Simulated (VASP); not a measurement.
# BaSr (Cmmm) in VASP: notebook

BaSr is run at these levels: LDA; tasks: single point, relaxation of cell and atoms.

All numbers are computed with VASP 6.6.1; they aren't measurements. Logs are shortened: lines on timing, memory, paths and dates and some standing lists are left out, and cuts for length are marked.

## 1. The cell of the first run

Symmetry: Cmmm, No. 65, orthorhombic system. Conventional cell: a = 4.720 Å, b = 6.553 Å, c = 6.580 Å, α = 90.00°, β = 90.00°, γ = 90.00°. Ba (site symmetry mmm) has 6 Ba at 4.04 to 4.72 Å and 8 Sr at 4.05 to 4.64 Å within 5.3 Å. Within 5.3 Å of Sr (site symmetry mmm) lie 6 Sr at 4.04 to 4.72 Å and 8 Ba at 4.05 to 4.64 Å.

## 2. Single point, LDA

Contents of INCAR:

```
PREC = Accurate
ENCUT = 520
EDIFF = 1E-7
ISMEAR = -1
SIGMA = 0.1
LREAL = F
LASPH = T
NELM = 100
ALGO = Normal
ISIF = 2
LWAVE = F
LCHARG = F
GGA = CA
NBANDS = 17
```

Contents of KPOINTS:

```
Automatic mesh
0
Gamma
  6 6 4
```

Contents of POSCAR:

```
BaSr
1.0
    2.3601177682     -3.2764916322      0.0000000000
    2.3601177682      3.2764916322      0.0000000000
    0.0000000000      0.0000000000      6.5797239635
Ba Sr
1 1
Direct
    0.0000000000      0.0000000000      0.0000000000
    0.5000000000      0.5000000000      0.5000000000
```

Potentials or basis: VASP PAW LDA potentials, release 64 (Ba_sv, Sr_sv).

Command:

```console
> cat potpaw_LDA.64/Ba_sv/POTCAR potpaw_LDA.64/Sr_sv/POTCAR > POTCAR
> mpirun -np 1 vasp_std > vasp.out
```

OUTCAR:

```text
PREC = Accurate
   ENCUT = 520
   EDIFF = 1E-7
   ISMEAR = -1
   LREAL = F
   LASPH = T
   NELM = 100
   ISIF = 2
   GGA = CA

 ion  position               nearest neighbor table
   1  0.000  0.000  0.000-   2 4.05   2 4.05   2 4.05   2 4.05   2 4.64   2 4.64   2 4.64   2 4.64

   2  0.500  0.500  0.500-   1 4.05   1 4.05   1 4.05   1 4.05   1 4.64   1 4.64   1 4.64   1 4.64

  LATTYP: Found a base centered orthorhombic cell.
 ALAT       =     4.7202355364
 B/A-ratio  =     1.3882746346
 C/A-ratio  =     1.3939397542

  Lattice vectors:

 A1 = (   2.3601177682,  -3.2764916322,   0.0000000000)
 A2 = (   2.3601177682,   3.2764916322,   0.0000000000)
 A3 = (   0.0000000000,   0.0000000000,   6.5797239635)

Analysis of symmetry for initial positions (statically):
=====================================================================
 Subroutine PRICEL returns:
 Original cell was already a primitive cell.

 Routine SETGRP: Setting up the symmetry group for a
 base centered orthorhombic supercell.

 Subroutine GETGRP returns: Found  8 space group operations
 (whereof  8 operations were pure point group operations)
 out of a pool of  8 trial point group operations.

The static configuration has the point symmetry D_2h.

Analysis of symmetry for dynamics (positions and initial velocities):
=====================================================================
 Subroutine PRICEL returns:
 Original cell was already a primitive cell.

 Routine SETGRP: Setting up the symmetry group for a
 base centered orthorhombic supercell.

 Subroutine GETGRP returns: Found  8 space group operations
 (whereof  8 operations were pure point group operations)
 out of a pool of  8 trial point group operations.

The dynamic configuration has the point symmetry D_2h.

 Subroutine INISYM returns: Found  8 space group operations
 (whereof  8 operations are pure point group operations),
 and found     1 'primitive' translations

----------------------------------------------------------------------------------------

                                     Primitive cell

  volume of cell :     101.7608

  direct lattice vectors                    reciprocal lattice vectors
     2.360117768 -3.276491632  0.000000000     0.211853835 -0.152602251  0.000000000
     2.360117768  3.276491632  0.000000000     0.211853835  0.152602251  0.000000000
     0.000000000  0.000000000  6.579723964     0.000000000  0.000000000  0.151982060

  length of vectors
     4.038013533  4.038013533  6.579723964     0.261092885  0.261092885  0.151982060

  position of ions in fractional coordinates (direct lattice)
     0.000000000  0.000000000  0.000000000
     0.500000000  0.500000000  0.500000000

  ion indices of the primitive-cell ions
   primitive index   ion index
                 1           1
                 2           2

----------------------------------------------------------------------------------------

 KPOINTS: Automatic mesh

Automatic generation of k-mesh.
 Grid dimensions read from file:
 generate k-points for:    6    6    4

 Generating k-lattice:

  Cartesian coordinates                     Fractional coordinates (reciprocal lattice)
     0.035308972 -0.025433709  0.000000000     0.166666667 -0.000000000  0.000000000
     0.035308972  0.025433709  0.000000000    -0.000000000  0.166666667  0.000000000
     0.000000000  0.000000000  0.037995515     0.000000000  0.000000000  0.250000000

  Length of vectors
     0.043515481  0.043515481  0.037995515

  Shift w.r.t. Gamma in fractional coordinates (k-lattice)
     0.000000000  0.000000000  0.000000000

 Subroutine IBZKPT returns following result:
 ===========================================

 Found     39 irreducible k-points:

 Following reciprocal coordinates:
            Coordinates               Weight
  0.000000  0.000000  0.000000      1.000000
  0.166667 -0.000000  0.000000      4.000000
  0.333333  0.000000  0.000000      4.000000
  0.500000 -0.000000  0.000000      2.000000
  0.166667  0.166667  0.000000      2.000000
  0.333333  0.166667  0.000000      4.000000
[... 16 lines left out ...]
  0.333333  0.333333  0.250000      4.000000
  0.500000  0.333333  0.250000      8.000000
 [... further k-points ...]
   k-points           NKPTS =     39   k-points in BZ     NKDIM =     39   number of bands    NBANDS=     17
   number of dos      NEDOS =    301   number of ions     NIONS =      2
   total plane-waves  NPLWV =  45000
   dimension x,y,z NGX =    30 NGY =   30 NGZ =   50
   dimension x,y,z NGXF=    60 NGYF=   60 NGZF=  100
   ions per type =               1   1
   NGX,Y,Z   is equivalent  to a cutoff of  12.35, 12.35, 12.63 a.u.
   NGXF,Y,Z  is equivalent  to a cutoff of  24.70, 24.70, 25.27 a.u.
 SYSTEM =  unknown system
   PREC   = accura    normal or accurate (medium, high low for compatibility)
   ISTART =      0    job   : 0-new  1-cont  2-samecut
   ICHARG =      2    charge: 1-file 2-atom 10-const
   ISPIN  =      1    spin polarized calculation?
   LNONCOLLINEAR =      F non collinear calculations
   LSORBIT =      F    spin-orbit coupling
   LASPH  =      T    aspherical Exc in radial PAW
   ENCUT  =  520.0 eV  38.22 Ry    6.18 a.u.   7.51  7.51 12.23*2*pi/ulx,y,z
   NELM   =    100;   NELMIN=  2; NELMDL= -5     # of ELM steps
   EDIFF  = 0.1E-06   stopping-criterion for ELM
   LREAL  =      F    real-space projection
   EDIFFG = 0.1E-05   stopping-criterion for IOM
   NSW    =      0    number of steps for IOM
   IBRION =     -1    ionic relax: 0-MD 1-quasi-New 2-CG
   NFREE  =      0    steps in history (QN), initial steepest desc. (CG)
   ISIF   =      2    stress and relaxation
   ISYM   =      2    0-nonsym 1-usesym 2-fastsym
   POTIM  = 0.5000    time-step for ionic-motion
   TEBEG  =    0.0;   TEEND  =   0.0 temperature during run
   PSTRESS=    0.0 pullay stress
   NELECT =      20.0000    total number of electrons
   NUPDOWN=      -1.0000    fix difference up-down
   EMIN   =  10.00;   EMAX   =-10.00  energy-range for DOS
   EFERMI =   0.00;   METHOD = LEGACY
   ISMEAR =    -1;   SIGMA  =   0.10  broadening in eV -4-tet -1-fermi 0-gaus
   EFERMI_NEDOS =   21; number of points for ismear=-14 and -15
   IALGO  =     38    algorithm
   IMIX   =      4    mixing-type and parameters
     AMIX     =   0.40;   BMIX     =  1.00
     AMIX_MAG =   1.60;   BMIX_MAG =  1.00
  volume/ion in A,a.u.               =      50.88       343.36
  Fermi-wavevector in a.u.,A,eV,Ry     =   0.951827  1.798692 12.326534  0.905975
  Thomas-Fermi vector in A             =   2.080333
   LORBIT       =      0    0 simple, 1 ext, 2 COOP (PROOUT), +10 PAW based schemes
   GGA     = CA    functional components
   LHFCALC =     F    Hartree Fock is set to
   AEXX    =    0.0000 exact exchange contribution
   IVDW    =     0    specifies the selected vdW correction
   LEPSILON=     F    determine dielectric tensor
   LRPA    =     F    only Hartree local field effects (RPA)
 non-spin polarized calculation
  energy-cutoff  :      520.00
  volume of cell :      101.76
 maximum number of plane-waves:      2785
   NGX = 15   NGY = 15   NGZ = 25

 number of electron      19.9999999 magnetization

 Free energy of the ion-electron system (eV)
  ---------------------------------------------------
  ext. energy  EPLUGINS =         0.00000000
  ---------------------------------------------------
  free energy    TOTEN  =        -4.19200952 eV

  energy without entropy =       -4.11844824  energy(sigma->0) =       -4.15522888

 E-fermi :   1.9122     XC(G=0):  -8.0755

 val. band max:        1.8883827817   @ k =  -0.3333   0.3333   0.2500
 cond. band min:       1.9267083873   @ k =   0.3333   0.3333   0.0000
 fundamental gap:      0.0383256056
 Fermi energy:         1.9121878491

 k-point     1 :       0.0000    0.0000    0.0000
  band No.  band energies     occupation
      1     -34.2571      2.00000
      2     -26.5980      2.00000
      3     -16.3896      2.00000
      4     -16.2881      2.00000
      5     -16.2261      2.00000
      6     -11.8581      2.00000
[... 9 lines left out ...]
     16       5.6540      0.00000
     17       5.7672      0.00000

 k-point     2 :       0.1667   -0.0000    0.0000
  band No.  band energies     occupation
      1     -34.2542      2.00000
      2     -26.5846      2.00000
      3     -16.3818      2.00000
      4     -16.3200      2.00000
      5     -16.2453      2.00000
      6     -11.8408      2.00000
[... 9 lines left out ...]
     16       5.2307      0.00000
     17       5.5471      0.00000

 k-point     3 :       0.3333    0.0000    0.0000
  band No.  band energies     occupation
      1     -34.2485      2.00000
      2     -26.5576      2.00000
      3     -16.4089      2.00000
      4     -16.3662      2.00000
      5     -16.2561      2.00000
      6     -12.0137      2.00000
[... 9 lines left out ...]
     16       5.8662      0.00000
     17       6.0193      0.00000

 k-point     4 :       0.5000   -0.0000    0.0000
  band No.  band energies     occupation
      1     -34.2457      2.00000
      2     -26.5439      2.00000
      3     -16.4557      2.00000
      4     -16.3584      2.00000
      5     -16.2582      2.00000
      6     -12.1674      2.00000
[... 9 lines left out ...]
     16       5.6003      0.00000
     17       6.0477      0.00000
[... 343 lines left out ...]
      1     -34.2520      2.00000
      2     -26.5748      2.00000
      3     -16.3748      2.00000
      4     -16.3132      2.00000
      5     -16.2853      2.00000
      6     -11.8363      2.00000
[... 9 lines left out ...]
     16       4.6227      0.00000
     17       4.6775      0.00000

 k-point    23 :       0.3333    0.3333    0.2500
  band No.  band energies     occupation
      1     -34.2408      2.00000
      2     -26.5219      2.00000
      3     -16.3970      2.00000
      4     -16.3938      2.00000
      5     -16.3506      2.00000
      6     -12.0072      2.00000
[... 9 lines left out ...]
     16       5.5999      0.00000
     17       6.0650      0.00000

 k-point    24 :       0.5000    0.3333    0.2500
  band No.  band energies     occupation
      1     -34.2389      2.00000
      2     -26.5136      2.00000
      3     -16.4381      2.00000
      4     -16.3747      2.00000
      5     -16.3472      2.00000
      6     -12.1250      2.00000
[... 9 lines left out ...]
     16       5.2796      0.00000
     17       6.2261      0.00000

 [... further k-points ...]

------------------------ aborting loop because EDIFF is reached ----------------------------------------

  FORCE on cell =-STRESS in cart. coord.  units (eV):
  Direction    XX          YY          ZZ          XY          YZ          ZX
  --------------------------------------------------------------------------------------
  -------------------------------------------------------------------------------------
  Total        0.0313273      0.0432704      0.0315808     -0.0000000      0.0000000      0.0000000
  in kB        0.4932336      0.6812732      0.4972256     -0.0000000      0.0000000      0.0000000
  external PRESSURE =       0.5572441 kB  Pullay stress =       0.0000000 kB

 VOLUME and BASIS-vectors are now :
 -----------------------------------------------------------------------------
  energy-cutoff  :      520.00
  volume of cell :      101.76
      direct lattice vectors                 reciprocal lattice vectors
     2.360117768 -3.276491632  0.000000000     0.211853835 -0.152602251  0.000000000
     2.360117768  3.276491632  0.000000000     0.211853835  0.152602251  0.000000000
     0.000000000  0.000000000  6.579723964     0.000000000  0.000000000  0.151982060

 POSITION                                       TOTAL-FORCE (eV/Angst)
 -----------------------------------------------------------------------------------
      0.00000      0.00000      0.00000         0.000000      0.000000      0.000000
      2.36012      0.00000      3.28986        -0.000000      0.000000      0.000000
 -----------------------------------------------------------------------------------
    total drift:                               -0.000000      0.000000      0.000000

  FREE ENERGIE OF THE ION-ELECTRON SYSTEM (eV)
  ---------------------------------------------------
  free  energy   TOTEN  =        -4.1920095240 eV

  energy  without entropy=       -4.1184482414  energy(sigma->0) =       -4.15522888
```

Run time: 53 s. Hardware: 1 thread of Intel Xeon 6975P-C (Granite Rapids), shared host; peak memory 0.22 GiB.

Results:

```
Free energy            : -4.1920 eV
Pressure               : 0.1 GPa
Band gap on the k mesh : zero (bands 10 and 11 overlap by 0.84 eV)
```

Caveat: spin-orbit coupling is left out, which moves the levels of the heavy elements.

## 3. Relaxation of cell and atoms, LDA

This run uses another cell than the first one, of 60.17 Å³/atom.

Contents of INCAR:

```
PREC     = Accurate       # precision mode
ENCUT    = 600            # plane-wave cutoff, eV
EDIFF    = 1E-6           # SCF threshold, eV
ISMEAR   = -1             # smearing method
SIGMA    = 0.1            # smearing width, eV
LREAL    = F              # projectors in reciprocal space
LASPH    = T              # aspherical terms in the spheres
NELM     = 100            # most SCF steps
ALGO     = Normal         # electronic algorithm
ISIF     = 3              # what is computed and relaxed
LWAVE    = F              # write WAVECAR
LCHARG   = F              # write CHGCAR
IBRION   = 2              # ionic algorithm
NSW      = 60             # ionic steps
EDIFFG   = -0.01          # ionic threshold
```

KPOINTS is that of step 2.

Contents of POSCAR:

```
BaSr
1.0
    2.5086000000     -3.4657200000      0.0000000000
    2.5086000000      3.4657200000      0.0000000000
    0.0000000000      0.0000000000      6.9208300000
Ba Sr
1 1
Direct
    0.0000000000      0.0000000000      0.0000000000
    0.5000000000      0.5000000000      0.5000000000
```

Potentials or basis: VASP PAW LDA potentials, release 64 (Ba_sv, Sr_sv).

Command:

```console
> cat potpaw_LDA.64/Ba_sv/POTCAR potpaw_LDA.64/Sr_sv/POTCAR > POTCAR
> mpirun -np 1 vasp_std > vasp.out
```

Run time: 5.1 min. Hardware: 1 thread of Intel Xeon 6975P-C (Granite Rapids), shared host; peak memory 0.27 GiB.

Results (log left out):

- Free energy: -4.1924 eV
- Relaxed volume: 51.08 Å³/atom
- Relaxed cell: a = 4.044 Å, b = 4.044 Å, c = 6.580 Å, α = 90.00°, β = 90.00°, γ = 108.30°
- Space group after relaxing (to 0.1 Å): Cmmm (No. 65)
- Energy gained by relaxing: 48.8 meV/atom
- Ionic steps: 10
- Pressure after relaxing: 0.0 GPa
- Band gap on the k mesh: zero (bands 10 and 11 overlap by 0.84 eV)

Step by step:
```
step  energy change (eV)  largest force (eV/Å)  pressure (GPa)  volume (Å³)
   1              0.0000                0.0000           -1.54       120.34
   2             -0.0744                0.0000           -0.85       110.55
   3             -0.0970                0.0000           -0.13       103.38
   4             -0.0975                0.0000            0.01       102.21
   5             -0.0974                0.0000           -0.03       102.55
   6             -0.0975                0.0000           -0.03       102.55
   7             -0.0975                0.0000           -0.03       102.53
   8             -0.0976                0.0000           -0.01       102.34
   9             -0.0975                0.0000            0.02       102.06
  10             -0.0976                0.0000            0.01       102.16
```

Final structure:
```cif
data_structure
_symmetry_space_group_name_H-M 'P 1'
_symmetry_Int_Tables_number 1
_cell_length_a 4.0440
_cell_length_b 4.0440
_cell_length_c 6.5797
_cell_angle_alpha 90.000
_cell_angle_beta 90.000
_cell_angle_gamma 108.298
_cell_volume 102.16
loop_
_atom_site_label
_atom_site_type_symbol
_atom_site_fract_x
_atom_site_fract_y
_atom_site_fract_z
_atom_site_occupancy
Ba1 Ba 0.00000 0.00000 0.00000 1
Sr1 Sr 0.50000 0.50000 0.50000 1
```

Levels at points of the mesh, in eV from the Fermi level:
```tsv
k point	band 7	band 8	band 9	band 10	band 11	band 12	band 13	band 14
(0.00, 0.00, 0.00)	-13.48	-13.37	-3.32	-1.00	0.73	1.27	2.18	2.20
(0.50, 0.00, 0.00)	-13.71	-13.44	-0.73	-0.53	0.15	0.59	1.02	1.44
(0.50, 0.50, 0.00)	-13.80	-13.63	-1.10	-0.52	-0.50	0.80	1.15	3.81
(0.00, 0.00, 0.50)	-13.48	-13.37	-2.31	-1.93	1.07	1.10	1.64	1.69
(0.50, 0.00, 0.50)	-13.70	-13.44	-1.32	-0.80	0.80	0.80	1.11	1.59
(0.50, 0.50, 0.50)	-13.80	-13.65	-0.54	-0.24	0.08	0.71	1.72	2.07
```

Caveat: the volume moved by over 15 % at a fixed basis, so the end points are rough; spin-orbit coupling is left out, which moves the levels of the heavy elements.

The gap in the log of VASP goes by the Fermi energy; the results here count the filled bands.